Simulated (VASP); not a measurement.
# C (P6_3/mmc) in VASP: further runs, part 3 of 3

VASP 6.6.1.

## 5. Single point, LDA

This run uses another cell than the first one, of 7.44 Å³/atom, 1.184 times its volume.

INCAR reads:

```
ALGO = Normal
EDIFF = 1E-6
ENCUT = 520
ISIF = 2
ISMEAR = 0
LASPH = True
LCHARG = True
LELF = True
LREAL = False
LVHAR = True
LWAVE = False
NBANDS = 11
NELM = 100
PREC = Accurate
SIGMA = 0.1
```

KPOINTS reads:

```
k-points
0
Gamma
  23 23 13
```

POSCAR reads:

```
C
1.0
    1.6897291678      0.0000000000      0.0000000000
   -0.8448645839      1.4633483848      0.0000000000
    0.0000000000      0.0000000000      6.0165048728
C
2
Direct
    0.3333333333      0.6666666667      0.2500000000
    0.6666666667      0.3333333333      0.7500000000
```

Potentials or basis: VASP PAW LDA potentials, release 64 (C).

Run with:

```sh
> cat potpaw_LDA.64/C/POTCAR > POTCAR
> mpirun -np 1 vasp_std > vasp.out
```

OUTCAR:

```text
EDIFF = 1E-6
   ENCUT = 520
   ISIF = 2
   ISMEAR = 0
   LASPH = True
   LREAL = False
   NELM = 100
   PREC = Accurate

 ion  position               nearest neighbor table
   1  0.333  0.667  0.250-
   2  0.667  0.333  0.750-

  LATTYP: Found a hexagonal cell.
 ALAT       =     1.6897291678
 C/A-ratio  =     3.5606326667

  Lattice vectors:

 A1 = (   1.6897291678,   0.0000000000,   0.0000000000)
 A2 = (  -0.8448645839,   1.4633483848,   0.0000000000)
 A3 = (   0.0000000000,   0.0000000000,   6.0165048728)

Analysis of symmetry for initial positions (statically):
=====================================================================
 Subroutine PRICEL returns:
 Original cell was already a primitive cell.

 Routine SETGRP: Setting up the symmetry group for a
 hexagonal supercell.

 Subroutine GETGRP returns: Found 24 space group operations
 (whereof 12 operations were pure point group operations)
 out of a pool of 24 trial point group operations.

The static configuration has the point symmetry D_3d.
 The point group associated with its full space group is D_6h.

Analysis of symmetry for dynamics (positions and initial velocities):
=====================================================================
 Subroutine PRICEL returns:
 Original cell was already a primitive cell.

 Routine SETGRP: Setting up the symmetry group for a
 hexagonal supercell.

 Subroutine GETGRP returns: Found 24 space group operations
 (whereof 12 operations were pure point group operations)
 out of a pool of 24 trial point group operations.

The dynamic configuration has the point symmetry D_3d.
 The point group associated with its full space group is D_6h.

 Subroutine INISYM returns: Found 24 space group operations
 (whereof 12 operations are pure point group operations),
 and found     1 'primitive' translations

----------------------------------------------------------------------------------------

                                     Primitive cell

  volume of cell :      14.8768

  direct lattice vectors                    reciprocal lattice vectors
     1.689729168  0.000000000  0.000000000     0.591810817  0.341682135  0.000000000
    -0.844864584  1.463348385  0.000000000     0.000000000  0.683364269  0.000000000
     0.000000000  0.000000000  6.016504873     0.000000000  0.000000000  0.166209456

  length of vectors
     1.689729168  1.689729168  6.016504873     0.683364269  0.683364269  0.166209456

  position of ions in fractional coordinates (direct lattice)
     0.333333333  0.666666667  0.250000000
     0.666666667  0.333333333  0.750000000

  ion indices of the primitive-cell ions
   primitive index   ion index
                 1           1
                 2           2

----------------------------------------------------------------------------------------

 KPOINTS: k-points

Automatic generation of k-mesh.
 Grid dimensions read from file:
 generate k-points for:   23   23   13

 Generating k-lattice:

  Cartesian coordinates                     Fractional coordinates (reciprocal lattice)
     0.025730905  0.014855745  0.000000000     0.043478261 -0.000000000  0.000000000
     0.000000000  0.029711490  0.000000000     0.000000000  0.043478261  0.000000000
     0.000000000  0.000000000  0.012785343     0.000000000  0.000000000  0.076923077

  Length of vectors
     0.029711490  0.029711490  0.012785343

  Shift w.r.t. Gamma in fractional coordinates (k-lattice)
     0.000000000  0.000000000  0.000000000

 Subroutine IBZKPT returns following result:
 ===========================================

 Found    392 irreducible k-points:

 Following reciprocal coordinates:
            Coordinates               Weight
  0.000000  0.000000  0.000000      1.000000
  0.043478  0.000000  0.000000      6.000000
  0.086957  0.000000  0.000000      6.000000
  0.130435  0.000000  0.000000      6.000000
  0.173913  0.000000  0.000000      6.000000
  0.217391  0.000000  0.000000      6.000000
[... 16 lines left out ...]
  0.478261  0.043478  0.000000      6.000000
  0.086957  0.086957  0.000000      6.000000
 [... further k-points ...]
   k-points           NKPTS =    392   k-points in BZ     NKDIM =    392   number of bands    NBANDS=     11
   number of dos      NEDOS =    301   number of ions     NIONS =      2
   total plane-waves  NPLWV =   9408
   dimension x,y,z NGX =    14 NGY =   14 NGZ =   48
   dimension x,y,z NGXF=    28 NGYF=   28 NGZF=   96
   ions per type =               2
   NGX,Y,Z   is equivalent  to a cutoff of  13.77, 13.77, 13.26 a.u.
   NGXF,Y,Z  is equivalent  to a cutoff of  27.55, 27.55, 26.53 a.u.
 SYSTEM =  unknown system
   PREC   = accura    normal or accurate (medium, high low for compatibility)
   ISTART =      0    job   : 0-new  1-cont  2-samecut
   ICHARG =      2    charge: 1-file 2-atom 10-const
   ISPIN  =      1    spin polarized calculation?
   LNONCOLLINEAR =      F non collinear calculations
   LSORBIT =      F    spin-orbit coupling
   LASPH  =      T    aspherical Exc in radial PAW
   ENCUT  =  520.0 eV  38.22 Ry    6.18 a.u.   3.14  3.14 11.19*2*pi/ulx,y,z
   NELM   =    100;   NELMIN=  2; NELMDL= -5     # of ELM steps
   EDIFF  = 0.1E-05   stopping-criterion for ELM
   LREAL  =      F    real-space projection
[... 7 lines left out ...]
   TEBEG  =    0.0;   TEEND  =   0.0 temperature during run
   PSTRESS=    0.0 pullay stress
   NELECT =       8.0000    total number of electrons
   NUPDOWN=      -1.0000    fix difference up-down
   EMIN   =  10.00;   EMAX   =-10.00  energy-range for DOS
   EFERMI =   0.00;   METHOD = LEGACY
   ISMEAR =     0;   SIGMA  =   0.10  broadening in eV -4-tet -1-fermi 0-gaus
   EFERMI_NEDOS =   21; number of points for ismear=-14 and -15
   IALGO  =     38    algorithm
   IMIX   =      4    mixing-type and parameters
     AMIX     =   0.40;   BMIX     =  1.00
     AMIX_MAG =   1.60;   BMIX_MAG =  1.00
  volume/ion in A,a.u.               =       7.44        50.20
  Fermi-wavevector in a.u.,A,eV,Ry     =   1.331277  2.515749 24.113588  1.772299
  Thomas-Fermi vector in A             =   2.460300
   LORBIT       =      0    0 simple, 1 ext, 2 COOP (PROOUT), +10 PAW based schemes
   GGA     = CA    functional components
   LHFCALC =     F    Hartree Fock is set to
   AEXX    =    0.0000 exact exchange contribution
   IVDW    =     0    specifies the selected vdW correction
   LEPSILON=     F    determine dielectric tensor
   LRPA    =     F    only Hartree local field effects (RPA)
 non-spin polarized calculation
 Gauss-broadening in eV      SIGMA  =   0.10
  energy-cutoff  :      520.00
  volume of cell :       14.88
 maximum number of plane-waves:       419
 NGX is ok and might be reduce to    14
   NGX =  7   NGY =  7   NGZ = 23

 number of electron       8.0000000 magnetization

 Free energy of the ion-electron system (eV)
  ---------------------------------------------------
  ext. energy  EPLUGINS =         0.00000000
  ---------------------------------------------------
  free energy    TOTEN  =       -12.37765218 eV

  energy without entropy =      -12.37539669  energy(sigma->0) =      -12.37652443

 E-fermi :   7.6117     XC(G=0): -12.0304

 val. band max:        7.5700352132   @ k =   0.3913   0.0435   0.3077
 cond. band min:       7.6275092780   @ k =   0.2609   0.2174   0.3077
 fundamental gap:      0.0574740648
 Fermi energy:         7.6116968736

 k-point     1 :       0.0000    0.0000    0.0000
  band No.  band energies     occupation
      1     -14.5546      2.00000
      2     -13.9419      2.00000
      3      -3.0874      2.00000
      4       0.2829      2.00000
      5      11.3826      0.00000
      6      20.6073      0.00000
      7      24.1277      0.00000
      8      24.1277      0.00000
      9      24.1425      0.00000
     10      24.1425      0.00000
     11      29.2666      0.00000
[... 309 lines left out ...]
 k-point    24 :       0.0870    0.0870    0.0000
  band No.  band energies     occupation
      1     -13.3714      2.00000
      2     -12.7939      2.00000
      3      -1.6225      2.00000
      4       1.6614      2.00000
      5      12.5569      0.00000
      6      20.4759      0.00000
      7      21.3448      0.00000
      8      21.6842      0.00000
      9      21.7047      0.00000
     10      21.7539      0.00000
     11      31.5079      0.00000

 [... further k-points ...]

------------------------ aborting loop because EDIFF is reached ----------------------------------------

  FORCE on cell =-STRESS in cart. coord.  units (eV):
  Direction    XX          YY          ZZ          XY          YZ          ZX
  --------------------------------------------------------------------------------------
  -------------------------------------------------------------------------------------
  Total        0.0560035      0.0560035     -0.0164999      0.0000000      0.0000000      0.0000000
  in kB        6.0313796      6.0313796     -1.7769827      0.0000000      0.0000000      0.0000000
  external PRESSURE =       3.4285922 kB  Pullay stress =       0.0000000 kB

 VOLUME and BASIS-vectors are now :
 -----------------------------------------------------------------------------
  energy-cutoff  :      520.00
  volume of cell :       14.88
      direct lattice vectors                 reciprocal lattice vectors
     1.689729168  0.000000000  0.000000000     0.591810817  0.341682135  0.000000000
    -0.844864584  1.463348385  0.000000000     0.000000000  0.683364269  0.000000000
     0.000000000  0.000000000  6.016504873     0.000000000  0.000000000  0.166209456

 POSITION                                       TOTAL-FORCE (eV/Angst)
 -----------------------------------------------------------------------------------
     -0.00000      0.97557      1.50413        -0.000000      0.000000      0.000000
      0.84486      0.48778      4.51238         0.000000     -0.000000      0.000000
 -----------------------------------------------------------------------------------
    total drift:                                0.000000     -0.000000      0.000000

  FREE ENERGIE OF THE ION-ELECTRON SYSTEM (eV)
  ---------------------------------------------------
  free  energy   TOTEN  =       -12.3776521775 eV

  energy  without entropy=      -12.3753966880  energy(sigma->0) =      -12.37652443
```

OSZICAR:

```text
N       E                     dE             d eps       ncg     rms          rms(c)
DAV:   1     0.835353145471E+01    0.83535E+01   -0.45677E+03  9129   0.674E+02
DAV:   2    -0.119841427589E+02   -0.20338E+02   -0.19360E+02 11587   0.120E+02
DAV:   3    -0.125445091022E+02   -0.56037E+00   -0.55613E+00  9702   0.153E+01
DAV:   4    -0.125466326442E+02   -0.21235E-02   -0.21234E-02  9527   0.118E+00
DAV:   5    -0.125466387529E+02   -0.61088E-05   -0.61083E-05  9841   0.605E-02    0.310E+00
DAV:   6    -0.124124087348E+02    0.13423E+00   -0.95575E-02  8909   0.185E+00    0.179E+00
DAV:   7    -0.123779424398E+02    0.34466E-01   -0.86301E-02  8975   0.180E+00    0.371E-01
DAV:   8    -0.123776493804E+02    0.29306E-03   -0.30623E-03  9308   0.395E-01    0.300E-02
DAV:   9    -0.123776521769E+02   -0.27964E-05   -0.26483E-05  9923   0.416E-02    0.196E-02
DAV:  10    -0.123776521775E+02   -0.65779E-09   -0.26404E-06  9470   0.103E-02
   1 F= -.12377652E+02 E0= -.12376524E+02  d E =-.225549E-02
```

Wall time 46 s (1 thread of Intel Xeon Platinum 8488C (Sapphire Rapids), shared host); peak memory 0.15 GiB.

What came out:

* Free energy: -12.3777 eV
* Pressure: 0.3 GPa
* Band gap on the k mesh: zero (band 4 reaches 8.23 eV, above the bottom of band 5 at 6.51 eV)

Stress tensor (GPa, compression positive):
```
 0.60  0.00  0.00
 0.00  0.60  0.00
 0.00  0.00 -0.18
```

## 6. The runs side by side

| cell | gap on the mesh (eV) | pressure (GPa) |
| --- | --- | --- |
| a = 1.661, b = 1.661, c = 5.261 Å, angles 90.0, 90.0, 120.0°, 2 atoms | none | 20.5 |
| a = 1.673, b = 1.673, c = 5.523 Å, angles 90.0, 90.0, 120.0°, 2 atoms | none | 10.4 |
| a = 1.680, b = 1.680, c = 5.718 Å, angles 90.0, 90.0, 120.0°, 2 atoms | none | 5.4 |
| a = 1.690, b = 1.690, c = 6.017 Å, angles 90.0, 90.0, 120.0°, 2 atoms | none | 0.3 |

Alike in all rows: task single point; level LDA; potentials or basis VASP PAW LDA potentials, release 64 (C); no spin polarisation; k mesh 23 × 23 × 13; cutoff (eV) 520; smearing gaussian 0.1 eV.

Absolute energies hang on the potentials; compare differences alone.
